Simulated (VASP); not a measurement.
# Si32C (a cell with a defect) in VASP: single point with LDA

Aim: the single point of Si32C (a cell with a defect) with LDA.

All numbers are computed with VASP 6.6.1; they aren't measurements. Logs are shortened: lines on timing, memory, paths and dates and some standing lists are left out, and cuts for length are marked.

**1. The cell of the first run**

The cell holds a defect, 33 atoms: a = 9.356 Å, b = 9.356 Å, c = 9.356 Å, α = 109.47°, β = 109.47°, γ = 109.47°.

**2. Single point, LDA (with an interstitial atom, then relaxed in part)**

INCAR reads:

```
PREC     = Accurate       # precision mode
ENCUT    = 520            # plane-wave cutoff, eV
EDIFF    = 1E-6           # SCF threshold, eV
ISMEAR   = 0              # smearing method
SIGMA    = 0.02           # smearing width, eV
LREAL    = Auto         
LASPH    = True           # aspherical terms in the spheres
NELM     = 100            # most SCF steps
ALGO     = Normal         # electronic algorithm
ISIF     = 2              # what is computed and relaxed
LWAVE    = False          # write WAVECAR
LCHARG   = True           # write CHGCAR
LELF     = True           # ELF
LVHAR    = True         
NBANDS   = 88             # bands
```

KPOINTS reads:

```
regular mesh
0
Gamma
  3 3 3
```

POSCAR reads:

```
Si32C
1.0
   -5.4019422760     -5.4019422760      5.4019422760
    5.4019422760     -5.4019422760     -5.4019422760
    5.4019422760      5.4019422760      5.4019422760
Si C
32 1
Direct
    0.2620248776      0.7553920262      0.7557324466
    0.0004059324      0.7346829840     -0.0085760319
    0.4915268052      0.4858698907      0.7356037391
    0.2543240102      0.4924308413      0.0017324400
    0.0004767521      0.5274411471      0.2572360909
    0.7464047477      0.7473569413      0.2387254721
    0.4914319586      0.7352023096      0.4861009461
    0.0003966632     -0.0090078511      0.7350465595
    0.7464416290      0.2383643510      0.7475811452
    0.5093373646      0.2441579658     -0.0049010721
    0.2254874336      0.2082752888      0.2086006029
    0.0006064102      0.2568999586      0.5278343486
    0.7384847501      0.4937232166      0.4940577001
    0.7746252323     -0.0169982215     -0.0167566188
    0.5092960985     -0.0052079744      0.2444529459
    0.2543596851      0.0014278028      0.4928271815
    0.2581704498      0.7600796589      0.5062915977
    0.0002936257      0.7435907659      0.7439969065
    0.4703361723      0.4740897932      0.4744368637
    0.2582291840      0.5059854274      0.7604538430
    0.0002980117      0.4862165564     -0.0044908765
    0.7449856895      0.7281752357     -0.0171919941
    0.5003765617      0.7445346591      0.2448359988
    0.0003228895     -0.0048564241      0.4866296534
    0.7427918076      0.2482412802      0.5024900677
    0.5004711568      0.2445692013      0.7448648405
    0.2557955436      0.2379297243     -0.0161666206
    0.0008313702      0.3059615921      0.3063224860
    0.7427114311      0.5022588923      0.2485798421
    0.7449291960     -0.0176053444      0.7283508442
    0.5298687136      0.0038003847      0.0041146295
    0.2557936143     -0.0164650592      0.2383237551
    0.0000677480      0.1447260747      0.1447189587
```

Potentials or basis: VASP PAW LDA potentials, release 64 (Si, C).

Run with:

```
$ cat potpaw_LDA.64/Si/POTCAR potpaw_LDA.64/C/POTCAR > POTCAR
$ mpirun -np 1 vasp_std > vasp.out
```

OUTCAR:

```text
PREC = Accurate
   ENCUT = 520
   EDIFF = 1E-6
   ISMEAR = 0
   LREAL = Auto
   LASPH = True
   NELM = 100
   ISIF = 2

 ion  position               nearest neighbor table
   1  0.262  0.755  0.756-  20 2.34  17 2.34  18 2.38  31 2.39
   2  0.000  0.735  0.991-  21 2.34  32 2.34  22 2.34  18 2.34
   3  0.492  0.486  0.736-  26 2.32  22 2.32  20 2.33  19 2.35
   4  0.254  0.492  0.002-  23 2.31  20 2.31  27 2.34  21 2.34
   5  0.000  0.527  0.257-  28 2.27  17 2.31  29 2.31  21 2.35
   6  0.746  0.747  0.239-  23 2.31  29 2.31  22 2.34  24 2.34
   7  0.491  0.735  0.486-  23 2.32  30 2.32  17 2.33  19 2.35
   8  0.000  0.991  0.735-  24 2.34  30 2.34  27 2.34  18 2.34
   9  0.746  0.238  0.748-  26 2.31  25 2.32  30 2.34  21 2.34
  10  0.509  0.244  0.995-  26 2.32  27 2.32  29 2.33  31 2.35
  11  0.225  0.208  0.209-  33 1.80  32 2.31  27 2.31  19 2.43  28 2.85
  12  0.001  0.257  0.528-  28 2.27  20 2.31  25 2.31  24 2.35
  13  0.738  0.494  0.494-  25 2.34  29 2.34  18 2.38  19 2.39
  14  0.775  0.983  0.983-  33 1.80  30 2.31  22 2.31  31 2.43  28 2.85
  15  0.509  0.995  0.244-  23 2.32  32 2.32  25 2.33  31 2.35
  16  0.254  0.001  0.493-  26 2.31  17 2.31  32 2.34  24 2.34
  17  0.258  0.760  0.506-   5 2.31  16 2.31   7 2.33   1 2.34
  18  0.000  0.744  0.744-   8 2.34   2 2.34  13 2.38   1 2.38
  19  0.470  0.474  0.474-   3 2.35   7 2.35  13 2.39  11 2.43
  20  0.258  0.506  0.760-  12 2.31   4 2.31   3 2.33   1 2.34
  21  0.000  0.486  0.996-   2 2.34   9 2.34   4 2.34   5 2.35
  22  0.745  0.728  0.983-  14 2.31   3 2.32   6 2.34   2 2.34
  23  0.500  0.745  0.245-   4 2.31   6 2.31   7 2.32  15 2.32
  24  0.000  0.995  0.487-   8 2.34   6 2.34  16 2.34  12 2.35
  25  0.743  0.248  0.502-  12 2.31   9 2.32  15 2.33  13 2.34
  26  0.500  0.245  0.745-  16 2.31   9 2.31   3 2.32  10 2.32
  27  0.256  0.238  0.984-  11 2.31  10 2.32   4 2.34   8 2.34
  28  0.001  0.306  0.306-  33 1.74  12 2.27   5 2.27  11 2.85  14 2.85
  29  0.743  0.502  0.249-   5 2.31   6 2.31  10 2.33  13 2.34
  30  0.745  0.982  0.728-  14 2.31   7 2.32   9 2.34   8 2.34
  31  0.530  0.004  0.004-  15 2.35  10 2.35   1 2.39  14 2.43
  32  0.256  0.984  0.238-  11 2.31  15 2.32  16 2.34   2 2.34
  33  0.000  0.145  0.145-  28 1.74  14 1.80  11 1.80

  LATTYP: Found a body centered cubic cell.
 ALAT       =    10.8038845520

  Lattice vectors:

 A1 = (  -5.4019422760,  -5.4019422760,   5.4019422760)
 A2 = (   5.4019422760,  -5.4019422760,  -5.4019422760)
 A3 = (   5.4019422760,   5.4019422760,   5.4019422760)

Analysis of symmetry for initial positions (statically):
=====================================================================
 Subroutine PRICEL returns:
 Original cell was already a primitive cell.

 Routine SETGRP: Setting up the symmetry group for a
 body centered cubic supercell.

 Subroutine GETGRP returns: Found  1 space group operations
 (whereof  1 operations were pure point group operations)
 out of a pool of 48 trial point group operations.

The static configuration has the point symmetry C_1 .

Analysis of symmetry for dynamics (positions and initial velocities):
=====================================================================
 Subroutine PRICEL returns:
 Original cell was already a primitive cell.

 Routine SETGRP: Setting up the symmetry group for a
 body centered cubic supercell.

 Subroutine GETGRP returns: Found  1 space group operations
 (whereof  1 operations were pure point group operations)
 out of a pool of 48 trial point group operations.

The dynamic configuration has the point symmetry C_1 .

 Subroutine INISYM returns: Found  1 space group operations
 (whereof  1 operations are pure point group operations),
 and found     1 'primitive' translations

----------------------------------------------------------------------------------------

                                     Primitive cell

  volume of cell :     630.5359

  direct lattice vectors                    reciprocal lattice vectors
    -5.401942276 -5.401942276  5.401942276     0.000000000 -0.092559301  0.092559301
     5.401942276 -5.401942276 -5.401942276     0.092559301 -0.092559301  0.000000000
     5.401942276  5.401942276  5.401942276     0.092559301  0.000000000  0.092559301

  length of vectors
     9.356438482  9.356438482  9.356438482     0.130898619  0.130898619  0.130898619

[... 79 lines left out ...]
 Generating k-lattice:

  Cartesian coordinates                     Fractional coordinates (reciprocal lattice)
     0.000000000 -0.030853100  0.030853100     0.333333333  0.000000000  0.000000000
     0.030853100 -0.030853100  0.000000000     0.000000000  0.333333333  0.000000000
     0.030853100  0.000000000  0.030853100     0.000000000  0.000000000  0.333333333

  Length of vectors
     0.043632873  0.043632873  0.043632873

  Shift w.r.t. Gamma in fractional coordinates (k-lattice)
     0.000000000  0.000000000  0.000000000

 Subroutine IBZKPT returns following result:
 ===========================================

 Found     14 irreducible k-points:

 Following reciprocal coordinates:
            Coordinates               Weight
  0.000000  0.000000  0.000000      1.000000
  0.333333  0.000000  0.000000      2.000000
  0.000000  0.333333  0.000000      2.000000
  0.000000  0.000000  0.333333      2.000000
  0.333333  0.000000 -0.333333      2.000000
  0.333333 -0.333333  0.000000      2.000000
  0.000000  0.333333 -0.333333      2.000000
  0.333333  0.333333  0.000000      2.000000
  0.000000  0.333333  0.333333      2.000000
  0.333333  0.000000  0.333333      2.000000
 -0.333333 -0.333333 -0.333333      2.000000
 -0.333333  0.333333  0.333333      2.000000
  0.333333 -0.333333  0.333333      2.000000
  0.333333  0.333333 -0.333333      2.000000
   k-points           NKPTS =     14   k-points in BZ     NKDIM =     14   number of bands    NBANDS=     88
   number of dos      NEDOS =    301   number of ions     NIONS =     33
   total plane-waves  NPLWV = 343000
   dimension x,y,z NGX =    70 NGY =   70 NGZ =   70
   dimension x,y,z NGXF=   140 NGYF=  140 NGZF=  140
   ions per type =              32   1
   NGX,Y,Z   is equivalent  to a cutoff of  12.44, 12.44, 12.44 a.u.
   NGXF,Y,Z  is equivalent  to a cutoff of  24.88, 24.88, 24.88 a.u.
 SYSTEM =  unknown system
   PREC   = accura    normal or accurate (medium, high low for compatibility)
   ISTART =      0    job   : 0-new  1-cont  2-samecut
   ICHARG =      2    charge: 1-file 2-atom 10-const
   ISPIN  =      1    spin polarized calculation?
   LNONCOLLINEAR =      F non collinear calculations
   LSORBIT =      F    spin-orbit coupling
   LASPH  =      T    aspherical Exc in radial PAW
   ENCUT  =  520.0 eV  38.22 Ry    6.18 a.u.  17.40 17.40 17.40*2*pi/ulx,y,z
   NELM   =    100;   NELMIN=  2; NELMDL= -5     # of ELM steps
   EDIFF  = 0.1E-05   stopping-criterion for ELM
   LREAL  =      T    real-space projection
   EDIFFG = 0.1E-04   stopping-criterion for IOM
   NSW    =      0    number of steps for IOM
   IBRION =     -1    ionic relax: 0-MD 1-quasi-New 2-CG
   NFREE  =      0    steps in history (QN), initial steepest desc. (CG)
   ISIF   =      2    stress and relaxation
   ISYM   =      2    0-nonsym 1-usesym 2-fastsym
   POTIM  = 0.5000    time-step for ionic-motion
   TEBEG  =    0.0;   TEEND  =   0.0 temperature during run
   PSTRESS=    0.0 pullay stress
   NELECT =     132.0000    total number of electrons
   NUPDOWN=      -1.0000    fix difference up-down
   EMIN   =  10.00;   EMAX   =-10.00  energy-range for DOS
   EFERMI =   0.00;   METHOD = LEGACY
   ISMEAR =     0;   SIGMA  =   0.02  broadening in eV -4-tet -1-fermi 0-gaus
   EFERMI_NEDOS =   21; number of points for ismear=-14 and -15
   IALGO  =     38    algorithm
   IMIX   =      4    mixing-type and parameters
     AMIX     =   0.40;   BMIX     =  1.00
     AMIX_MAG =   1.60;   BMIX_MAG =  1.00
  volume/ion in A,a.u.               =      19.11       128.94
  Fermi-wavevector in a.u.,A,eV,Ry     =   0.972067  1.836940 12.856339  0.944914
  Thomas-Fermi vector in A             =   2.102335
   LORBIT       =      0    0 simple, 1 ext, 2 COOP (PROOUT), +10 PAW based schemes
   GGA     = CA    functional components
   LHFCALC =     F    Hartree Fock is set to
   AEXX    =    0.0000 exact exchange contribution
   IVDW    =     0    specifies the selected vdW correction
   LEPSILON=     F    determine dielectric tensor
   LRPA    =     F    only Hartree local field effects (RPA)
 non-spin polarized calculation
 Gauss-broadening in eV      SIGMA  =   0.02
  energy-cutoff  :      520.00
  volume of cell :      630.54
 maximum number of plane-waves:     17007
 NGX is ok and might be reduce to    70
   NGX = 35   NGY = 35   NGZ = 35

 number of electron     131.9999997 magnetization

 Free energy of the ion-electron system (eV)
  ---------------------------------------------------
  ext. energy  EPLUGINS =         0.00000000
  ---------------------------------------------------
  free energy    TOTEN  =      -197.39636325 eV

  energy without entropy =     -197.39552742  energy(sigma->0) =     -197.39594533

 E-fermi :   6.2533     XC(G=0):  -9.7398

 val. band max:        6.2533190667   @ k =  -0.3333   0.3333   0.3333
 cond. band min:       6.4136229938   @ k =   0.0000   0.0000   0.0000
 fundamental gap:      0.1603039270
 Fermi energy:         6.2533190669

 k-point     1 :       0.0000    0.0000    0.0000
  band No.  band energies     occupation
      1      -6.8769      2.00000
      2      -5.7260      2.00000
      3      -4.2953      2.00000
      4      -4.1811      2.00000
      5      -4.1193      2.00000
      6      -4.0712      2.00000
[... 1123 lines left out ...]
     77       8.3138      0.00000
     78       8.5187      0.00000
 [bands above 78 left out]

------------------------ aborting loop because EDIFF is reached ----------------------------------------

  FORCE on cell =-STRESS in cart. coord.  units (eV):
  Direction    XX          YY          ZZ          XY          YZ          ZX
  --------------------------------------------------------------------------------------
  -------------------------------------------------------------------------------------
  Total       13.5752720      0.0093967      0.0343699     -0.0508691      3.8314049      0.0424576
  in kB       34.4944572      0.0238767      0.0873330     -0.1292573      9.7355127      0.1078837
  external PRESSURE =      11.5352223 kB  Pullay stress =       0.0000000 kB

 VOLUME and BASIS-vectors are now :
 -----------------------------------------------------------------------------
  energy-cutoff  :      520.00
  volume of cell :      630.54
      direct lattice vectors                 reciprocal lattice vectors
    -5.401942276 -5.401942276  5.401942276     0.000000000 -0.092559301  0.092559301
     5.401942276 -5.401942276 -5.401942276     0.092559301 -0.092559301  0.000000000
     5.401942276  5.401942276  5.401942276     0.092559301  0.000000000  0.092559301

 POSITION                                       TOTAL-FORCE (eV/Angst)
 -----------------------------------------------------------------------------------
      6.74756     -1.41360      1.41728         0.001465     -0.000357     -0.000059
      9.32214      1.38471      1.38909         0.000483      0.003696      0.002396
      3.94313     -1.30615      4.00425         0.001164      0.000564     -0.000048
      1.29560     -4.02457     -1.27688         0.001876      0.004847      0.000864
      4.23621     -1.46221     -1.45706         0.004722     -0.000821     -0.003147
      1.29472     -6.77963      1.28444        -0.000984     -0.003127     -0.001533
[... 25 lines left out ...]
      5.21863     -5.40737     -2.64381         0.000791     -0.001648      0.004503
      1.56320     -0.00040      0.00033        -0.055406     -0.002779      0.004954
 -----------------------------------------------------------------------------------
    total drift:                               -0.017381      0.005598      0.000534

  FREE ENERGIE OF THE ION-ELECTRON SYSTEM (eV)
  ---------------------------------------------------
  free  energy   TOTEN  =      -197.3963632522 eV

  energy  without entropy=     -197.3955274157  energy(sigma->0) =     -197.39594533
```

Wall time 29 min (1 thread of Intel Xeon Platinum 8488C (Sapphire Rapids), shared host); peak memory 0.81 GiB.

What came out:

- Free energy: -197.3964 eV
- Pressure: 1.2 GPa
- Largest force: 0.056 eV/Å
- Band gap on the k mesh: zero (bands 66 and 67 overlap by 0.13 eV)

Forces on the atoms (eV/Å):
```
Si   0.001  0.000  0.000
Si   0.000  0.004  0.002
Si   0.001  0.001  0.000
Si   0.002  0.005  0.001
Si   0.005 -0.001 -0.003
Si  -0.001 -0.003 -0.002
Si   0.002  0.001  0.001
Si   0.003 -0.004 -0.005
Si   0.001  0.002  0.003
Si   0.002  0.001 -0.004
Si   0.006 -0.010  0.010
Si   0.002  0.003  0.001
Si   0.001  0.004 -0.005
Si   0.000  0.006 -0.007
Si   0.001  0.003  0.000
Si   0.001 -0.001 -0.006
Si  -0.001  0.003  0.002
Si   0.000 -0.002  0.001
Si  -0.010 -0.004  0.002
Si   0.000 -0.001 -0.002
Si  -0.004  0.001  0.002
Si   0.003  0.004  0.002
Si  -0.001 -0.001 -0.001
Si  -0.003 -0.003  0.000
Si   0.002  0.001 -0.003
Si  -0.001  0.001  0.001
Si   0.002 -0.004  0.003
Si   0.039  0.001 -0.003
Si   0.000  0.004  0.002
Si   0.004 -0.001 -0.003
Si  -0.003 -0.003  0.002
Si   0.001 -0.002  0.005
C   -0.055 -0.003  0.005
```

Stress tensor (GPa, compression positive):
```
 3.45 -0.01  0.01
-0.01  0.00  0.97
 0.01  0.97  0.01
```

Levels at points of the mesh, in eV from the Fermi level:
```csv
k point,band 62,band 63,band 64,band 65,band 66,band 67,band 68,band 69,band 70,band 71
"(0.00, 0.00, 0.00)",-1.20,-0.80,-0.62,-0.24,-0.18,-0.13,0.16,0.28,0.48,0.79
```

Caveat: the cell differs from its parent crystal (with an interstitial atom, then relaxed in part).
